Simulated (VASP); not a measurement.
# Si3N4 (P-43m) in VASP: further runs

Runs on Si3N4. Level: PBE. Tasks: single point, relaxation of cell and atoms.

Everything below comes from runs of VASP 6.6.1. Logs are shortened: lines on timing, memory, paths and dates and some standing lists are left out, and cuts for length are marked.

### 1 The cell of the first run

The structure is cubic, space group P-43m (No. 215). The conventional cell has a = 4.131 Å, b = 4.131 Å, c = 4.131 Å, α = 90.00°, β = 90.00°, γ = 90.00°. Si (site symmetry -42m) has 4 N at 1.77 Å within 2.3 Å. N (site symmetry 3m) has 3 Si at 1.77 Å within 2.3 Å.

### 2 Single point, PBE

INCAR

```
ALGO = Normal ; EDIFF = 1E-6
ENCUT = 520 ; GGA = PE
ISIF = 2 ; ISMEAR = 0
LASPH = T ; LCHARG = F
LREAL = F ; LWAVE = F
NBANDS = 25 ; NELM = 60
PREC = Accurate ; SIGMA = 0.1
```

KPOINTS

```
k-points
0
Gamma
  4 4 4
```

POSCAR

```
Si3N4
1.0
    4.1307765543      0.0000000000      0.0000000000
    0.0000000000      4.1307765543      0.0000000000
    0.0000000000      0.0000000000      4.1307765543
Si N
3 4
Direct
    0.0000000000      0.0000000000      0.5000000000
    0.5000000000      0.0000000000      0.0000000000
    0.0000000000      0.5000000000      0.0000000000
    0.2395205918      0.2395205918      0.7604794082
    0.7604794082      0.7604794082      0.7604794082
    0.2395205918      0.7604794082      0.2395205918
    0.7604794082      0.2395205918      0.2395205918
```

Potentials or basis: VASP PAW PBE potentials, release 64 (Si, N).

Started as:

```bash
$ cat potpaw_PBE.64/Si/POTCAR potpaw_PBE.64/N/POTCAR > POTCAR
$ mpirun -np 1 vasp_std > vasp.out
```

OUTCAR:

```text
EDIFF = 1E-6
   ENCUT = 520
   GGA = PE
   ISIF = 2
   ISMEAR = 0
   LASPH = T
   LREAL = F
   NELM = 60
   PREC = Accurate

 ion  position               nearest neighbor table
   1  0.000  0.000  0.500-   4 1.77   5 1.77   6 1.77   7 1.77   2 2.92   3 2.92   2 2.92   3 2.92
                             3 2.92   3 2.92   2 2.92   2 2.92
   2  0.500  0.000  0.000-   4 1.77   5 1.77   6 1.77   7 1.77   1 2.92   3 2.92   1 2.92   3 2.92
                             1 2.92   3 2.92   1 2.92   3 2.92
   3  0.000  0.500  0.000-   4 1.77   5 1.77   6 1.77   7 1.77   1 2.92   2 2.92   1 2.92   1 2.92
                             2 2.92   1 2.92   2 2.92   2 2.92
   4  0.240  0.240  0.760-   1 1.77   2 1.77   3 1.77
   5  0.760  0.760  0.760-   1 1.77   2 1.77   3 1.77
   6  0.240  0.760  0.240-   1 1.77   2 1.77   3 1.77
   7  0.760  0.240  0.240-   1 1.77   2 1.77   3 1.77

  LATTYP: Found a simple cubic cell.
 ALAT       =     4.1307765543

  Lattice vectors:

 A1 = (   4.1307765543,   0.0000000000,   0.0000000000)
 A2 = (   0.0000000000,   4.1307765543,   0.0000000000)
 A3 = (   0.0000000000,   0.0000000000,   4.1307765543)

Analysis of symmetry for initial positions (statically):
=====================================================================
 Subroutine PRICEL returns:
 Original cell was already a primitive cell.

 Routine SETGRP: Setting up the symmetry group for a
 simple cubic supercell.

 Subroutine GETGRP returns: Found 24 space group operations
 (whereof 24 operations were pure point group operations)
 out of a pool of 48 trial point group operations.

The static configuration has the point symmetry T_d .

Analysis of symmetry for dynamics (positions and initial velocities):
=====================================================================
 Subroutine PRICEL returns:
 Original cell was already a primitive cell.

 Routine SETGRP: Setting up the symmetry group for a
 simple cubic supercell.

 Subroutine GETGRP returns: Found 24 space group operations
 (whereof 24 operations were pure point group operations)
 out of a pool of 48 trial point group operations.

The dynamic configuration has the point symmetry T_d .

 Subroutine INISYM returns: Found 24 space group operations
 (whereof 24 operations are pure point group operations),
 and found     1 'primitive' translations

----------------------------------------------------------------------------------------

[... 91 lines left out ...]
   IBRION =     -1    ionic relax: 0-MD 1-quasi-New 2-CG
   NFREE  =      0    steps in history (QN), initial steepest desc. (CG)
   ISIF   =      2    stress and relaxation
   ISYM   =      2    0-nonsym 1-usesym 2-fastsym
   POTIM  = 0.5000    time-step for ionic-motion
   TEBEG  =    0.0;   TEEND  =   0.0 temperature during run
   PSTRESS=    0.0 pullay stress
   NELECT =      32.0000    total number of electrons
   NUPDOWN=      -1.0000    fix difference up-down
   EMIN   =  10.00;   EMAX   =-10.00  energy-range for DOS
   EFERMI =   0.00;   METHOD = LEGACY
   ISMEAR =     0;   SIGMA  =   0.10  broadening in eV -4-tet -1-fermi 0-gaus
   EFERMI_NEDOS =   21; number of points for ismear=-14 and -15
   IALGO  =     38    algorithm
   IMIX   =      4    mixing-type and parameters
     AMIX     =   0.40;   BMIX     =  1.00
     AMIX_MAG =   1.60;   BMIX_MAG =  1.00
  volume/ion in A,a.u.               =      10.07        67.95
  Fermi-wavevector in a.u.,A,eV,Ry     =   1.258229  2.377709 21.539940  1.583141
  Thomas-Fermi vector in A             =   2.391849
   LORBIT       =      0    0 simple, 1 ext, 2 COOP (PROOUT), +10 PAW based schemes
   GGA     = PE    functional components
   LHFCALC =     F    Hartree Fock is set to
   AEXX    =    0.0000 exact exchange contribution
   IVDW    =     0    specifies the selected vdW correction
   LEPSILON=     F    determine dielectric tensor
   LRPA    =     F    only Hartree local field effects (RPA)
 non-spin polarized calculation
 Gauss-broadening in eV      SIGMA  =   0.10
  energy-cutoff  :      520.00
  volume of cell :       70.48
 maximum number of plane-waves:      1924
 NGX is ok and might be reduce to    32
   NGX = 15   NGY = 15   NGZ = 15

 number of electron      32.0000000 magnetization

 Free energy of the ion-electron system (eV)
  ---------------------------------------------------
  ext. energy  EPLUGINS =         0.00000000
  ---------------------------------------------------
  free energy    TOTEN  =       -55.55143574 eV

  energy without entropy =      -55.55143574  energy(sigma->0) =      -55.55143574

 E-fermi :   7.2829     XC(G=0): -11.1441

 val. band max:        6.8282232634   @ k =   0.5000   0.5000   0.5000
 cond. band min:       9.5457550654   @ k =   0.0000   0.0000   0.0000
 fundamental gap:      2.7175318020
 Fermi energy:         7.2829291252

 k-point     1 :       0.0000    0.0000    0.0000
  band No.  band energies     occupation
      1     -11.1623      2.00000
      2      -7.2939      2.00000
      3      -7.2939      2.00000
      4      -7.2939      2.00000
      5      -1.7998      2.00000
      6      -1.7998      2.00000
[... 269 lines left out ...]
     24      16.9822      0.00000
     25      16.9823      0.00000

------------------------ aborting loop because EDIFF is reached ----------------------------------------

  FORCE on cell =-STRESS in cart. coord.  units (eV):
  Direction    XX          YY          ZZ          XY          YZ          ZX
  --------------------------------------------------------------------------------------
  -------------------------------------------------------------------------------------
  Total       -0.1005023     -0.1005023     -0.1005023     -0.0000000      0.0000000      0.0000000
  in kB       -2.2845027     -2.2845027     -2.2845027     -0.0000000      0.0000000      0.0000000
  external PRESSURE =      -2.2845027 kB  Pullay stress =       0.0000000 kB

 VOLUME and BASIS-vectors are now :
 -----------------------------------------------------------------------------
  energy-cutoff  :      520.00
  volume of cell :       70.48
      direct lattice vectors                 reciprocal lattice vectors
     4.130776554  0.000000000  0.000000000     0.242085232  0.000000000  0.000000000
     0.000000000  4.130776554  0.000000000     0.000000000  0.242085232  0.000000000
     0.000000000  0.000000000  4.130776554     0.000000000  0.000000000  0.242085232

 POSITION                                       TOTAL-FORCE (eV/Angst)
 -----------------------------------------------------------------------------------
      0.00000      0.00000      2.06539         0.000000      0.000000      0.000000
      2.06539      0.00000      0.00000         0.000000      0.000000      0.000000
      0.00000      2.06539      0.00000         0.000000      0.000000      0.000000
      0.98941      0.98941      3.14137        -0.009714     -0.009714      0.009714
      3.14137      3.14137      3.14137         0.009714      0.009714      0.009714
      0.98941      3.14137      0.98941        -0.009714      0.009714     -0.009714
      3.14137      0.98941      0.98941         0.009714     -0.009714     -0.009714
 -----------------------------------------------------------------------------------
    total drift:                                0.000000      0.000000      0.000000

  FREE ENERGIE OF THE ION-ELECTRON SYSTEM (eV)
  ---------------------------------------------------
  free  energy   TOTEN  =       -55.5514357355 eV

  energy  without entropy=      -55.5514357355  energy(sigma->0) =      -55.55143574
```

stdout:

```text
POSCAR found type information on POSCAR SiN
 POSCAR found :  2 types and       7 ions
 scaLAPACK will be used
 LDA part: xc-table for (Slater+PW92), standard interpolation
 POSCAR, INCAR and KPOINTS ok, starting setup
 FFT: planning ... GRIDC
 FFT: planning ... GRID_SOFT
 FFT: planning ... GRID
 WAVECAR not read
 entering main loop
```

Run time: 14 s. Hardware: 1 thread of Intel Xeon 6975P-C, shared host; peak memory 0.17 GiB.

Results:

| Quantity | Value |
| --- | --- |
| Free energy | -55.5514 eV |
| Pressure | -0.2 GPa |
| Largest force | 0.017 eV/Å |
| Band gap on the k mesh | 2.72 eV, indirect (least direct gap 2.92 eV) |

Forces in eV/Å, atoms in the order of the input:
```
Si   0.000  0.000  0.000
Si   0.000  0.000  0.000
Si   0.000  0.000  0.000
N   -0.010 -0.010  0.010
N    0.010  0.010  0.010
N   -0.010  0.010 -0.010
N    0.010 -0.010 -0.010
```

A k mesh can miss the band edges.

### 3 Relaxation of cell and atoms, PBE

This run uses another cell than the first one, of 9.43 Å³/atom, 0.937 times its volume.

INCAR

```
PREC = Accurate ; ENCUT = 600
EDIFF = 1E-7 ; ISMEAR = 0
SIGMA = 0.1 ; LREAL = False
LASPH = True ; NELM = 60
ALGO = Normal ; ISIF = 3
LWAVE = False ; LCHARG = False
GGA = PE ; IBRION = 2
NSW = 90 ; EDIFFG = -0.04
```

KPOINTS

```
regular mesh
0
Gamma
  4 4 4
```

POSCAR

```
Si3N4
1.0
    4.0415235500      0.0000000000      0.0000000000
    0.0000000000      4.0415235500      0.0000000000
    0.0000000000      0.0000000000      4.0415235500
Si N
3 4
Direct
    0.0000000000      0.0000000000      0.5000000000
    0.5000000000      0.0000000000      0.0000000000
    0.0000000000      0.5000000000      0.0000000000
    0.2456870000      0.2456870000      0.7543130000
    0.7543130000      0.7543130000      0.7543130000
    0.2456870000      0.7543130000      0.2456870000
    0.7543130000      0.2456870000      0.2456870000
```

Potentials or basis: VASP PAW PBE potentials, release 64 (Si, N).

Started as:

```bash
$ cat potpaw_PBE.64/Si/POTCAR potpaw_PBE.64/N/POTCAR > POTCAR
$ mpirun -np 1 vasp_std > vasp.out
```

Run time: 50 s. Hardware: 1 thread of Intel Xeon 6975P-C, shared host; peak memory 0.18 GiB.

Results (log left out):

| Quantity | Value |
| --- | --- |
| Free energy | -55.5512 eV |
| Relaxed volume | 10.06 Å³/atom |
| Relaxed cell | a = 4.130 Å, b = 4.130 Å, c = 4.130 Å, α = 90.00°, β = 90.00°, γ = 90.00° |
| Space group after relaxing (to 0.05 Å) | P-43m (No. 215) |
| Energy gained by relaxing | 29.3 meV/atom |
| Ionic steps | 5 |
| Pressure after relaxing | -0.1 GPa |
| Largest force after relaxing | 0.003 eV/Å |
| Band gap on the k mesh | 2.72 eV, indirect (least direct gap 2.92 eV) |

Forces in eV/Å, atoms in the order of the input:
```
Si   0.000  0.000  0.000
Si   0.000  0.000  0.000
Si   0.000  0.000  0.000
N   -0.002 -0.002  0.002
N    0.002  0.002  0.002
N   -0.002  0.002 -0.002
N    0.002 -0.002 -0.002
```

Step by step:
| step | energy change (eV) | largest force (eV/Å) | pressure (GPa) | volume (Å³) |
| --- | --- | --- | --- | --- |
| 1 | 0.0000 | 0.3355 | 13.43 | 66.01 |
| 2 | -0.0162 | 0.8974 | -12.09 | 73.86 |
| 3 | -0.1596 | 0.6522 | -0.99 | 69.90 |
| 4 | -0.2039 | 0.1017 | -0.25 | 70.36 |
| 5 | -0.2049 | 0.0030 | -0.11 | 70.44 |

Final structure:
```
Si N
1.0
     4.12996    0.00000    0.00000
     0.00000    4.12996    0.00000
     0.00000    0.00000    4.12996
Si N
3 4
Direct
  0.00000 0.00000 0.50000
  0.50000 0.00000 0.00000
  0.00000 0.50000 0.00000
  0.23946 0.23946 0.76054
  0.76054 0.76054 0.76054
  0.23946 0.76054 0.23946
  0.76054 0.23946 0.23946
```

Levels at points of the mesh, in eV from the valence-band top:
| k point | band 14 | band 15 | band 16 | band 17 | band 18 | band 19 |
| --- | --- | --- | --- | --- | --- | --- |
| (0.00, 0.00, 0.00) | -0.20 | -0.20 | -0.20 | 2.72 | 2.72 | 2.72 |
| (0.50, 0.00, 0.00) | -2.27 | -0.54 | -0.54 | 4.86 | 5.74 | 5.74 |
| (0.50, 0.50, 0.00) | -1.78 | -0.25 | -0.25 | 6.27 | 6.27 | 7.91 |
| (0.50, 0.50, 0.50) | 0.00 | 0.00 | 0.00 | 5.72 | 5.72 | 5.72 |

A k mesh can miss the band edges.
